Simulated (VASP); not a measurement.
# TaN (P6_3/mmc) in VASP: settings compared, part 2 of 2

VASP 6.6.1.

### 3 Single point, PBE

File POSCAR:

```
TaN
1.0
    2.9217699809      0.0000000000      0.0000000000
   -1.4608849905      2.5303270275      0.0000000000
    0.0000000000      0.0000000000      5.9165150000
Ta N
2 2
Direct
    0.0000000000      0.0000000000      0.5000000000
    0.0000000000      0.0000000000      0.0000000000
    0.3333333333      0.6666666667      0.2500000000
    0.6666666667      0.3333333333      0.7500000000
```

File INCAR.step1:

```
ALGO = Normal ; EDIFF = 1E-6
ENCUT = 520 ; GGA = PE
GGA_COMPAT = F ; ISIF = 2
ISMEAR = -1 ; LASPH = T
LCHARG = T ; LMAXMIX = 4
LORBIT = 11 ; LREAL = F
LWAVE = F ; NBANDS = 26
NEDOS = 2001 ; NELM = 120
PREC = Accurate ; SIGMA = 0.05
```

File KPOINTS.step1:

```
k-points
0
Gamma
  6 6 3
```

File INCAR.step2:

```
ALGO = Normal ; EDIFF = 1E-6
ENCUT = 520 ; GGA = PE
GGA_COMPAT = F ; ICHARG = 11
ISIF = 2 ; ISMEAR = -5
LASPH = T ; LCHARG = F
LMAXMIX = 4 ; LORBIT = 10
LREAL = F ; LWAVE = F
NEDOS = 1001 ; NELM = 120
PREC = Accurate ; SIGMA = 0.05
```

File KPOINTS.step2:

```
k-points
0
Gamma
  9 9 5
```

Potentials or basis: VASP PAW PBE potentials, release 64 (Ta_sv_GW, N).

Started as:

```console
> cat potpaw_PBE.64/Ta_sv_GW/POTCAR potpaw_PBE.64/N/POTCAR > POTCAR
> cp INCAR.step1 INCAR
> cp KPOINTS.step1 KPOINTS
> mpirun -np 1 vasp_std > vasp.out
> cp INCAR.step2 INCAR
> cp KPOINTS.step2 KPOINTS
> mpirun -np 1 vasp_std > vasp.out
```

OUTCAR:

```text
EDIFF = 1E-6
   ENCUT = 520
   GGA = PE
   ICHARG = 11
   ISIF = 2
   ISMEAR = -5
   LASPH = T
   LORBIT = 10
   LREAL = F
   NELM = 120
   PREC = Accurate

 ion  position               nearest neighbor table
   1  0.000  0.000  0.500-   3 2.24   4 2.24   4 2.24   3 2.24   4 2.24   3 2.24   2 2.96   2 2.96

   2  0.000  0.000  0.000-   3 2.24   4 2.24   4 2.24   3 2.24   4 2.24   3 2.24   1 2.96   1 2.96

   3  0.333  0.667  0.250-   1 2.24   2 2.24   1 2.24   2 2.24   1 2.24   2 2.24
   4  0.667  0.333  0.750-   1 2.24   2 2.24   1 2.24   2 2.24   1 2.24   2 2.24

  LATTYP: Found a hexagonal cell.
 ALAT       =     2.9217699809
 C/A-ratio  =     2.0249763119

  Lattice vectors:

 A1 = (   2.9217699809,   0.0000000000,   0.0000000000)
 A2 = (  -1.4608849905,   2.5303270275,   0.0000000000)
 A3 = (   0.0000000000,   0.0000000000,   5.9165150000)

Analysis of symmetry for initial positions (statically):
=====================================================================
 Subroutine PRICEL returns:
 Original cell was already a primitive cell.

 Routine SETGRP: Setting up the symmetry group for a
 hexagonal supercell.

 Subroutine GETGRP returns: Found 24 space group operations
 (whereof 12 operations were pure point group operations)
 out of a pool of 24 trial point group operations.

The static configuration has the point symmetry D_3d.
 The point group associated with its full space group is D_6h.

Analysis of symmetry for dynamics (positions and initial velocities):
=====================================================================
 Subroutine PRICEL returns:
 Original cell was already a primitive cell.

 Routine SETGRP: Setting up the symmetry group for a
 hexagonal supercell.

 Subroutine GETGRP returns: Found 24 space group operations
[... 131 lines left out ...]
  volume/ion in A,a.u.               =      10.94        73.79
  Fermi-wavevector in a.u.,A,eV,Ry     =   1.534191  2.899201 32.024607  2.353742
  Thomas-Fermi vector in A             =   2.641153
   LORBIT       =     10    0 simple, 1 ext, 2 COOP (PROOUT), +10 PAW based schemes
   GGA     = PE    functional components
   LHFCALC =     F    Hartree Fock is set to
   AEXX    =    0.0000 exact exchange contribution
   IVDW    =     0    specifies the selected vdW correction
   LEPSILON=     F    determine dielectric tensor
   LRPA    =     F    only Hartree local field effects (RPA)
 non-spin polarized calculation
 Fermi weights with tetrahedron method with Bloechl corrections
  energy-cutoff  :      520.00
  volume of cell :       43.74
 maximum number of plane-waves:      1223
 NGX is ok and might be reduce to    24

 number of electron      36.0000005 magnetization

 Free energy of the ion-electron system (eV)
  ---------------------------------------------------
  ext. energy  EPLUGINS =         0.00000000
  ---------------------------------------------------
  free energy    TOTEN  =       -49.05334226 eV

  energy without entropy =      -49.05334226  energy(sigma->0) =      -49.05334226

 E-fermi :  12.3167     XC(G=0): -13.6009

 val. band max:       12.4660010965   @ k =   0.3333   0.3333   0.0000
 cond. band min:      11.9938855530   @ k =   0.2222   0.2222   0.2000
 fundamental gap:     -0.4721155435
 Fermi energy:        12.3166640634

 k-point     1 :       0.0000    0.0000    0.0000
  band No.  band energies     occupation
      1     -56.3254      2.00000
      2     -56.2891      2.00000
      3     -23.3419      2.00000
      4     -22.5990      2.00000
      5     -22.3606      2.00000
      6     -22.3606      2.00000
[... 589 lines left out ...]
     21      14.4406      0.00000
     22      16.7326      0.00000

 [... further k-points ...]
[... 5 lines left out ...]
  --------------------------------------------------------------------------------------
  -------------------------------------------------------------------------------------
  Total       -0.6127293     -0.6127293      0.2264118      0.0000000      0.0000000      0.0000000
  in kB      -22.4434993    -22.4434993      8.2931798      0.0000000      0.0000000      0.0000000
  external PRESSURE =     -12.1979396 kB  Pullay stress =       0.0000000 kB

 VOLUME and BASIS-vectors are now :
 -----------------------------------------------------------------------------
  energy-cutoff  :      520.00
  volume of cell :       43.74
      direct lattice vectors                 reciprocal lattice vectors
     2.921769981  0.000000000  0.000000000     0.342258291  0.197602916  0.000000000
    -1.460884991  2.530327027  0.000000000     0.000000000  0.395205833  0.000000000
     0.000000000  0.000000000  5.916515000     0.000000000  0.000000000  0.169018417

 POSITION                                       TOTAL-FORCE (eV/Angst)
 -----------------------------------------------------------------------------------
      0.00000      0.00000      2.95826        -0.000000      0.000000      0.000000
      0.00000      0.00000      0.00000         0.000000      0.000000      0.000000
     -0.00000      1.68688      1.47913         0.000000      0.000000     -0.000000
      1.46088      0.84344      4.43739        -0.000000     -0.000000     -0.000000
 -----------------------------------------------------------------------------------
    total drift:                               -0.000000      0.000000     -0.000000

  FREE ENERGIE OF THE ION-ELECTRON SYSTEM (eV)
  ---------------------------------------------------
  free  energy   TOTEN  =       -49.0533422623 eV

  energy  without entropy=      -49.0533422623  energy(sigma->0) =      -49.05334226

 total charge

# of ion       s       p       d       f       tot
--------------------------------------------------
    1        3.165   6.052   2.407   0.099  11.723
    2        3.165   6.052   2.407   0.099  11.723
    3        1.232   2.474   0.000   0.000   3.706
    4        1.232   2.474   0.000   0.000   3.706
--------------------------------------------------
tot          8.794  17.051   4.814   0.199  30.857
```

OSZICAR.step1:

```text
N       E                     dE             d eps       ncg     rms          rms(c)
DAV:   1     0.262180116407E+03    0.26218E+03   -0.22249E+04   728   0.141E+03
DAV:   2    -0.413676472288E+02   -0.30355E+03   -0.29664E+03   960   0.370E+02
DAV:   3    -0.566998809753E+02   -0.15332E+02   -0.15214E+02  1014   0.812E+01
DAV:   4    -0.568541379471E+02   -0.15426E+00   -0.15401E+00   884   0.819E+00
DAV:   5    -0.568565084524E+02   -0.23705E-02   -0.23696E-02  1042   0.896E-01    0.739E+01
DAV:   6    -0.493874875506E+02    0.74690E+01   -0.28488E+01   944   0.298E+01    0.921E+01
DAV:   7    -0.498427809171E+02   -0.45529E+00   -0.28852E+00   910   0.802E+00    0.860E+01
DAV:   8    -0.514696872162E+02   -0.16269E+01   -0.12890E+01   880   0.189E+01    0.158E+02
DAV:   9    -0.496688735089E+02    0.18008E+01   -0.14212E+01   858   0.225E+01    0.129E+02
DAV:  10    -0.494163327776E+02    0.25254E+00   -0.65878E-01   842   0.530E+00    0.699E+01
DAV:  11    -0.492207997832E+02    0.19553E+00   -0.23534E-01   890   0.264E+00    0.431E+01
DAV:  12    -0.491845762932E+02    0.36223E-01   -0.34497E-02   926   0.121E+00    0.190E+01
DAV:  13    -0.491409333605E+02    0.43643E-01   -0.13179E-01   868   0.203E+00    0.168E+00
DAV:  14    -0.491418929134E+02   -0.95955E-03   -0.10533E-02   888   0.622E-01    0.660E+00
DAV:  15    -0.491416563636E+02    0.23655E-03   -0.57105E-04   886   0.161E-01    0.104E+00
DAV:  16    -0.491416575109E+02   -0.11473E-05   -0.56961E-05   874   0.614E-02    0.304E-02
DAV:  17    -0.491416543581E+02    0.31529E-05   -0.14927E-05   808   0.183E-02    0.743E-02
DAV:  18    -0.491416548604E+02   -0.50235E-06   -0.62120E-06   788   0.148E-02
   1 F= -.49141655E+02 E0= -.49137768E+02  d E =-.777392E-02
```

Wall time 36 s (1 thread of Intel Xeon Platinum 8488C (Sapphire Rapids), shared host); peak memory 0.18 GiB.

Results:

| Property | Result |
| --- | --- |
| Valence electrons inside the program's atomic spheres | Ta 11.72; N 3.71 |

Caveat: the k points lie up to 0.41 Å⁻¹ apart; spin-orbit coupling is left out, which moves the levels of the heavy elements.
